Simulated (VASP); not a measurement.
A run of VASP 6.6.1:

INCAR

```
SYSTEM = ZnO
PREC = Accurate ; ENCUT = 520
EDIFF = 1E-6 ; ISMEAR = 0
SIGMA = 0.05 ; LREAL = .False.
LASPH = .True. ; NELM = 100
ALGO = Normal ; ISIF = 2
LWAVE = .False. ; LCHARG = .False.
GGA = PE ; NBANDS = 26
```

KPOINTS

```
regular mesh
0
Gamma
  12 12 6
  0 0 0
```

POSCAR

```
ZnO
1.0
    3.4302836265      0.0000000000      0.0000000000
   -1.7151418132      2.9707127627      0.0000000000
    0.0000000000      0.0000000000      4.6694587936
Zn O
2 2
Direct
    0.3333333333      0.6666666667      0.0000000000
    0.6666666667      0.3333333333      0.5000000000
    0.3333333333      0.6666666667      0.3821000000
    0.6666666667      0.3333333333      0.8821000000
```

Potentials or basis: VASP PAW PBE potentials, release 64 (Zn, O).

Launch:

```bash
$ cat potpaw_PBE.64/Zn/POTCAR potpaw_PBE.64/O/POTCAR > POTCAR
$ mpirun -np 1 vasp_std > vasp.out
```

Hardware: 1 thread of AMD EPYC 7R43 64-Core Processor (Zen 3), on a shared host.

Problem. Estimate the wall time of this run.

Solution. Run time: 3.7 min on 1 thread of AMD EPYC 7R43 64-Core Processor (Zen 3), with other jobs on the host, peak memory 0.18 GiB. Counts: scf iterations 15, k points 76.
